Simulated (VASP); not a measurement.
Wanted: the native input for a VASP 6.6.1 run.

```
Task                   : relaxation of cell and atoms
Functional             : PBE
Potentials or basis    : VASP PAW PBE potentials, release 64 (W_sv)
Cutoff                 : 600 eV
k mesh                 : 15 × 15 × 15
Occupations            : fermi-dirac, width 0.05 eV
Spin                   : no spin polarisation
Target pressure        : 430 GPa
Dipole correction      : no
Further INCAR settings : ALGO = Normal; EDIFF = 1e-06; IBRION = 2; EDIFFG = -0.005; NSW = 32; ISIF = 3
```

The structure of W lies in POSCAR:

```
W
1.0
    0.0000000000      2.2582868809      2.2582868809
    2.2582868809      0.0000000000      2.2582868809
    2.2582868809      2.2582868809      0.0000000000
W
2
Direct
   -0.1250000000     -0.1250000000     -0.1250000000
    0.1250000000      0.1250000000      0.1250000000
```

This isn't the form of W at room conditions, which is bcc.

One way to write it, as run:

INCAR

```
  PREC = Accurate
  ENCUT = 600
  EDIFF = 1E-6
  ISMEAR = -1
  SIGMA = 0.05
  LREAL = F
  LASPH = T
  NELM = 100
  ALGO = Normal
  ISIF = 3
  LWAVE = F
  LCHARG = F
  GGA = PE
  IBRION = 2
  NSW = 32
  EDIFFG = -0.005
  PSTRESS = 4300.0
```

KPOINTS

```
Automatic mesh
0
Gamma
  15 15 15
```

Potentials or basis: VASP PAW PBE potentials, release 64 (W_sv).

The run is started by

```console
$ cat potpaw_PBE.64/W_sv/POTCAR > POTCAR
$ mpirun -np 1 vasp_std > vasp.out
```

Results of the run:

```
Relaxed volume                                             : 11.67 Å³/atom
Relaxed cell                                               : a = 3.208 Å, b = 3.208 Å, c = 3.208 Å, α = 60.00°, β = 60.00°, γ = 60.00°
Space group after relaxing (to 0.1 Å)                      : Fd-3m (No. 227)
Energy change on relaxing (the run minimises the enthalpy) : -430.4 meV/atom
Ionic steps                                                : 4
Pressure after relaxing                                    : 430.0 GPa
Band gap on the k mesh                                     : zero (bands 14 and 15 overlap by 1.64 eV)
```

Caveat: the cell is relaxed towards a set pressure, so the run minimises the enthalpy, not the energy; atoms lie so close that the PAW spheres overlap strongly, which falsifies energies and pressures; spin-orbit coupling is left out, which moves the levels of the heavy elements.

Wall time 74 s on 1 thread of Intel(R) Xeon(R) 6975P-C (Granite Rapids), with other jobs on the host, peak memory 0.2 GiB.
